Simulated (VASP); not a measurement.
# MoW2 (P6/mmm) in VASP: further runs

The runs below take MoW2 through relaxation of cell and atoms, single point, with PBE.

All numbers are computed with VASP 6.6.1; they aren't measurements. Logs are shortened: lines on timing, memory, paths and dates and some standing lists are left out, and cuts for length are marked.

## Step 1: The cell of the first run

It takes space group P6/mmm (No. 191, hexagonal). Conventional cell: a = 4.621 Å, b = 4.621 Å, c = 2.684 Å, α = 90.00°, β = 90.00°, γ = 120.00°. Mo (site symmetry 6/mmm) has 2 Mo at 2.68 Å and 12 W at 2.99 Å within 3.5 Å. Within 3.5 Å of W (site symmetry -6m2) lie 5 W at 2.67 to 2.68 Å and 6 Mo at 2.99 Å.

## Step 2: Relaxation of cell and atoms, PBE

File INCAR:

```
PREC     = Accurate       # precision mode
ENCUT    = 600            # plane-wave cutoff, eV
EDIFF    = 1E-6           # SCF threshold, eV
ISMEAR   = 0              # smearing method
SIGMA    = 0.1            # smearing width, eV
LREAL    = F              # projectors in reciprocal space
LASPH    = T              # aspherical terms in the spheres
NELM     = 80             # most SCF steps
ALGO     = Normal         # electronic algorithm
ISIF     = 3              # what is computed and relaxed
LWAVE    = F              # write WAVECAR
LCHARG   = F              # write CHGCAR
GGA      = PE             # functional
IBRION   = 2              # ionic algorithm
NSW      = 90             # ionic steps
EDIFFG   = -0.04          # ionic threshold
```

File KPOINTS:

```
Automatic mesh
0
Gamma
  6 6 6
```

File POSCAR:

```
MoW2
1.0
    4.6208491330      0.0000000000      0.0000000000
   -2.3104245665      4.0017727362      0.0000000000
    0.0000000000      0.0000000000      2.6839394409
Mo W
1 2
Direct
    0.0000000000      0.0000000000      0.0000000000
    0.3333333333      0.6666666667      0.5000000000
    0.6666666667      0.3333333333      0.5000000000
```

Potentials or basis: VASP PAW PBE potentials, release 64 (Mo_sv, W_sv).

Command:

```console
> cat potpaw_PBE.64/Mo_sv/POTCAR potpaw_PBE.64/W_sv/POTCAR > POTCAR
> mpirun -np 1 vasp_std > vasp.out
```

OUTCAR:

```text
PREC = Accurate
   ENCUT = 600
   EDIFF = 1E-6
   ISMEAR = 0
   LREAL = F
   LASPH = T
   NELM = 80
   ISIF = 3
   GGA = PE
   IBRION = 2
   NSW = 90
   EDIFFG = -0.04

 ion  position               nearest neighbor table
   1  0.000  0.000  0.000-   2 2.99   3 2.99   2 2.99   3 2.99   2 2.99   2 2.99   3 2.99   3 2.99
                             3 2.99   3 2.99   2 2.99   2 2.99
   2  0.333  0.667  0.500-   3 2.67   3 2.67   3 2.67   1 2.99   1 2.99   1 2.99   1 2.99   1 2.99
                             1 2.99
   3  0.667  0.333  0.500-   2 2.67   2 2.67   2 2.67   1 2.99   1 2.99   1 2.99   1 2.99   1 2.99
                             1 2.99

  LATTYP: Found a hexagonal cell.
 ALAT       =     4.6208491330
 C/A-ratio  =     0.5808325188

  Lattice vectors:

 A1 = (   4.6208491330,   0.0000000000,   0.0000000000)
 A2 = (  -2.3104245665,   4.0017727362,   0.0000000000)
 A3 = (   0.0000000000,   0.0000000000,   2.6839394409)

Analysis of symmetry for initial positions (statically):
=====================================================================
 Subroutine PRICEL returns:
 Original cell was already a primitive cell.

 Routine SETGRP: Setting up the symmetry group for a
 hexagonal supercell.

 Subroutine GETGRP returns: Found 24 space group operations
 (whereof 24 operations were pure point group operations)
 out of a pool of 24 trial point group operations.

The static configuration has the point symmetry D_6h.

Analysis of symmetry for dynamics (positions and initial velocities):
=====================================================================
 Subroutine PRICEL returns:
 Original cell was already a primitive cell.

 Routine SETGRP: Setting up the symmetry group for a
 hexagonal supercell.

 Subroutine GETGRP returns: Found 24 space group operations
 (whereof 24 operations were pure point group operations)
 out of a pool of 24 trial point group operations.

The dynamic configuration has the point symmetry D_6h.

 Subroutine INISYM returns: Found 24 space group operations
 (whereof 24 operations are pure point group operations),
 and found     1 'primitive' translations

----------------------------------------------------------------------------------------

                                     Primitive cell

  volume of cell :      49.6303

  direct lattice vectors                    reciprocal lattice vectors
     4.620849133  0.000000000  0.000000000     0.216410441  0.124944627  0.000000000
    -2.310424567  4.001772736  0.000000000     0.000000000  0.249889253  0.000000000
     0.000000000  0.000000000  2.683939441     0.000000000  0.000000000  0.372586648

  length of vectors
     4.620849133  4.620849133  2.683939441     0.249889253  0.249889253  0.372586648

  position of ions in fractional coordinates (direct lattice)
     0.000000000  0.000000000  0.000000000
     0.333333333  0.666666667  0.500000000
     0.666666667  0.333333333  0.500000000

  ion indices of the primitive-cell ions
   primitive index   ion index
                 1           1
                 2           2
                 3           3

----------------------------------------------------------------------------------------

 KPOINTS: Automatic mesh

Automatic generation of k-mesh.
 Grid dimensions read from file:
 generate k-points for:    6    6    6

 Generating k-lattice:

  Cartesian coordinates                     Fractional coordinates (reciprocal lattice)
     0.036068407  0.020824104  0.000000000     0.166666667  0.000000000  0.000000000
     0.000000000  0.041648209  0.000000000     0.000000000  0.166666667  0.000000000
     0.000000000  0.000000000  0.062097775     0.000000000  0.000000000  0.166666667

  Length of vectors
     0.041648209  0.041648209  0.062097775

  Shift w.r.t. Gamma in fractional coordinates (k-lattice)
     0.000000000  0.000000000  0.000000000

 Subroutine IBZKPT returns following result:
 ===========================================

 Found     28 irreducible k-points:

 Following reciprocal coordinates:
            Coordinates               Weight
  0.000000  0.000000  0.000000      1.000000
  0.166667  0.000000  0.000000      6.000000
  0.333333  0.000000  0.000000      6.000000
  0.500000  0.000000  0.000000      3.000000
  0.166667  0.166667  0.000000      6.000000
  0.333333  0.166667  0.000000     12.000000
[... 16 lines left out ...]
  0.166667  0.000000  0.500000      6.000000
  0.333333  0.000000  0.500000      6.000000
 [... further k-points ...]
   k-points           NKPTS =     28   k-points in BZ     NKDIM =     28   number of bands    NBANDS=     25
   number of dos      NEDOS =    301   number of ions     NIONS =      3
   total plane-waves  NPLWV =  38400
   dimension x,y,z NGX =    40 NGY =   40 NGZ =   24
   dimension x,y,z NGXF=    80 NGYF=   80 NGZF=   48
   ions per type =               1   2
   NGX,Y,Z   is equivalent  to a cutoff of  14.39, 14.39, 14.87 a.u.
   NGXF,Y,Z  is equivalent  to a cutoff of  28.78, 28.78, 29.73 a.u.
 SYSTEM =  unknown system
   PREC   = accura    normal or accurate (medium, high low for compatibility)
   ISTART =      0    job   : 0-new  1-cont  2-samecut
   ICHARG =      2    charge: 1-file 2-atom 10-const
   ISPIN  =      1    spin polarized calculation?
   LNONCOLLINEAR =      F non collinear calculations
   LSORBIT =      F    spin-orbit coupling
   LASPH  =      T    aspherical Exc in radial PAW
   ENCUT  =  600.0 eV  44.10 Ry    6.64 a.u.   9.23  9.23  5.36*2*pi/ulx,y,z
   NELM   =     80;   NELMIN=  2; NELMDL= -5     # of ELM steps
   EDIFF  = 0.1E-05   stopping-criterion for ELM
   LREAL  =      F    real-space projection
   EDIFFG = -.4E-01   stopping-criterion for IOM
   NSW    =     90    number of steps for IOM
   IBRION =      2    ionic relax: 0-MD 1-quasi-New 2-CG
   NFREE  =      1    steps in history (QN), initial steepest desc. (CG)
   ISIF   =      3    stress and relaxation
   ISYM   =      2    0-nonsym 1-usesym 2-fastsym
   POTIM  = 0.5000    time-step for ionic-motion
   TEBEG  =    0.0;   TEEND  =   0.0 temperature during run
   PSTRESS=    0.0 pullay stress
   NELECT =      42.0000    total number of electrons
   NUPDOWN=      -1.0000    fix difference up-down
   EMIN   =  10.00;   EMAX   =-10.00  energy-range for DOS
   EFERMI =   0.00;   METHOD = LEGACY
   ISMEAR =     0;   SIGMA  =   0.10  broadening in eV -4-tet -1-fermi 0-gaus
   EFERMI_NEDOS =   21; number of points for ismear=-14 and -15
   IALGO  =     38    algorithm
   IMIX   =      4    mixing-type and parameters
     AMIX     =   0.40;   BMIX     =  1.00
     AMIX_MAG =   1.60;   BMIX_MAG =  1.00
  volume/ion in A,a.u.               =      16.54       111.64
  Fermi-wavevector in a.u.,A,eV,Ry     =   1.548492  2.926225 32.624422  2.397827
  Thomas-Fermi vector in A             =   2.653435
   LORBIT       =      0    0 simple, 1 ext, 2 COOP (PROOUT), +10 PAW based schemes
   GGA     = PE    functional components
   LHFCALC =     F    Hartree Fock is set to
   AEXX    =    0.0000 exact exchange contribution
   IVDW    =     0    specifies the selected vdW correction
   LEPSILON=     F    determine dielectric tensor
   LRPA    =     F    only Hartree local field effects (RPA)
 conjugate gradient relaxation of ions
 non-spin polarized calculation
 Gauss-broadening in eV      SIGMA  =   0.10
  energy-cutoff  :      600.00
  volume of cell :       49.63
 maximum number of plane-waves:      1685
 NGX is ok and might be reduce to    40
   NGX = 19   NGY = 19   NGZ = 11

--------------------------------------- Ionic step        1  -------------------------------------------

 number of electron      42.0000004 magnetization

 Free energy of the ion-electron system (eV)
  ---------------------------------------------------
  ext. energy  EPLUGINS =         0.00000000
  ---------------------------------------------------
  free energy    TOTEN  =       -35.24207167 eV

  energy without entropy =      -35.21541233  energy(sigma->0) =      -35.22874200

------------------------ aborting loop because EDIFF is reached ----------------------------------------

  FORCE on cell =-STRESS in cart. coord.  units (eV):
  Direction    XX          YY          ZZ          XY          YZ          ZX
  --------------------------------------------------------------------------------------
  -------------------------------------------------------------------------------------
  Total        1.3875058      1.3875058     -4.5223586      0.0000000     -0.0000000      0.0000000
  in kB       44.7917937     44.7917937   -145.9918657      0.0000000     -0.0000000      0.0000000
  external PRESSURE =     -18.8027594 kB  Pullay stress =       0.0000000 kB

 VOLUME and BASIS-vectors are now :
 -----------------------------------------------------------------------------
  energy-cutoff  :      600.00
  volume of cell :       49.63
      direct lattice vectors                 reciprocal lattice vectors
     4.620849133  0.000000000  0.000000000     0.216410441  0.124944627  0.000000000
    -2.310424567  4.001772736  0.000000000     0.000000000  0.249889253  0.000000000
     0.000000000  0.000000000  2.683939441     0.000000000  0.000000000  0.372586648
[... 149 lines left out ...]
 POSITION                                       TOTAL-FORCE (eV/Angst)
 -----------------------------------------------------------------------------------
     -0.00000      0.00000      0.00000         0.000000     -0.000000      0.000000
     -0.00000      2.75094      1.29200         0.000000      0.000000     -0.000000
      2.38238      1.37547      1.29200        -0.000000     -0.000000      0.000000
 -----------------------------------------------------------------------------------
    total drift:                                0.000000     -0.000000      0.000000

  FREE ENERGIE OF THE ION-ELECTRON SYSTEM (eV)
  ---------------------------------------------------
  free  energy   TOTEN  =       -35.3303895015 eV

  energy  without entropy=      -35.3060301918  energy(sigma->0) =      -35.31820985

--------------------------------------- Ionic step        6  -------------------------------------------

 number of electron      42.0000001 magnetization

 Free energy of the ion-electron system (eV)
  ---------------------------------------------------
  ext. energy  EPLUGINS =         0.00000000
  ---------------------------------------------------
  free energy    TOTEN  =       -35.36281337 eV

  energy without entropy =      -35.33943212  energy(sigma->0) =      -35.35112274

 E-fermi :  10.9947     XC(G=0): -13.2830

 val. band max:       10.9750047351   @ k =   0.1667   0.0000   0.1667
 cond. band min:      10.9948955439   @ k =   0.1667   0.0000   0.5000
 fundamental gap:      0.0198908088
 Fermi energy:        10.9946718194

 k-point     1 :       0.0000    0.0000    0.0000
  band No.  band energies     occupation
      1     -62.8833      2.00000
      2     -62.7835      2.00000
      3     -50.0848      2.00000
      4     -27.3990      2.00000
      5     -27.3990      2.00000
      6     -26.7806      2.00000
[... 17 lines left out ...]
     24      12.7441      0.00000
     25      13.3958      0.00000
[... 621 lines left out ...]
      3     -49.8769      2.00000
      4     -27.8710      2.00000
      5     -27.7537      2.00000
      6     -27.2447      2.00000
[... 17 lines left out ...]
     24      13.5409      0.00000
     25      13.8076      0.00000

 [... further k-points ...]
[... 5 lines left out ...]
  --------------------------------------------------------------------------------------
  -------------------------------------------------------------------------------------
  Total       -0.0154103     -0.0154103      0.0594094      0.0000000     -0.0000000     -0.0000000
  in kB       -0.4993015     -0.4993015      1.9248932      0.0000000     -0.0000000     -0.0000000
  external PRESSURE =       0.3087634 kB  Pullay stress =       0.0000000 kB

 VOLUME and BASIS-vectors are now :
 -----------------------------------------------------------------------------
  energy-cutoff  :      600.00
  volume of cell :       49.45
      direct lattice vectors                 reciprocal lattice vectors
     4.703825215  0.000000000  0.000000000     0.212592933  0.122740587  0.000000000
    -2.351912607  4.073632131  0.000000000     0.000000000  0.245481175 -0.000000000
    -0.000000000  0.000000000  2.580630332     0.000000000 -0.000000000  0.387502227

 POSITION                                       TOTAL-FORCE (eV/Angst)
 -----------------------------------------------------------------------------------
      0.00000      0.00000      0.00000         0.000000     -0.000000      0.000000
     -0.00000      2.71575      1.29032         0.000000     -0.000000     -0.000000
      2.35191      1.35788      1.29032        -0.000000      0.000000      0.000000
 -----------------------------------------------------------------------------------
    total drift:                                0.000000     -0.000000      0.000000

  FREE ENERGIE OF THE ION-ELECTRON SYSTEM (eV)
  ---------------------------------------------------
  free  energy   TOTEN  =       -35.3628133668 eV

  energy  without entropy=      -35.3394321173  energy(sigma->0) =      -35.35112274

 reached required accuracy - stopping structural energy minimisation
```

It took 99 s on 1 thread of Intel Xeon Platinum 8559C (Emerald Rapids), shared host; peak memory 0.21 GiB.

What came out:

```
Free energy                            : -35.3628 eV
Relaxed volume                         : 16.48 Å³/atom
Relaxed cell                           : a = 4.704 Å, b = 4.704 Å, c = 2.581 Å, α = 90.00°, β = 90.00°, γ = 120.00°
Space group after relaxing (to 0.05 Å) : P6/mmm (No. 191)
Energy gained by relaxing              : 40.2 meV/atom
Ionic steps                            : 6
Pressure after relaxing                : 0.0 GPa
Band gap on the k mesh                 : zero (band 21 reaches 11.50 eV, above the bottom of band 22 at 10.58 eV)
```

Step by step:
```tsv
step	energy change (eV)	largest force (eV/Å)	pressure (GPa)	volume (Å³)
1	0.0000	0.0000	-1.88	49.63
2	0.0013	0.0000	9.63	48.10
3	-0.1139	0.0000	3.11	48.86
4	-0.1140	0.0000	3.20	48.84
5	-0.0883	0.0000	-6.37	50.80
6	-0.1207	0.0000	0.03	49.45
```

Final structure:
```cif
data_structure
_symmetry_space_group_name_H-M 'P 1'
_symmetry_Int_Tables_number 1
_cell_length_a 4.7038
_cell_length_b 4.7038
_cell_length_c 2.5806
_cell_angle_alpha 90.000
_cell_angle_beta 90.000
_cell_angle_gamma 120.000
_cell_volume 49.45
loop_
_atom_site_label
_atom_site_type_symbol
_atom_site_fract_x
_atom_site_fract_y
_atom_site_fract_z
_atom_site_occupancy
Mo1 Mo 0.00000 0.00000 0.00000 1
W1 W 0.33333 0.66667 0.50000 1
W2 W 0.66667 0.33333 0.50000 1
```

Caveat: the k points lie up to 0.41 Å⁻¹ apart in the final cell; spin-orbit coupling is left out, which moves the levels of the heavy elements.

[end of part 1 of 2]
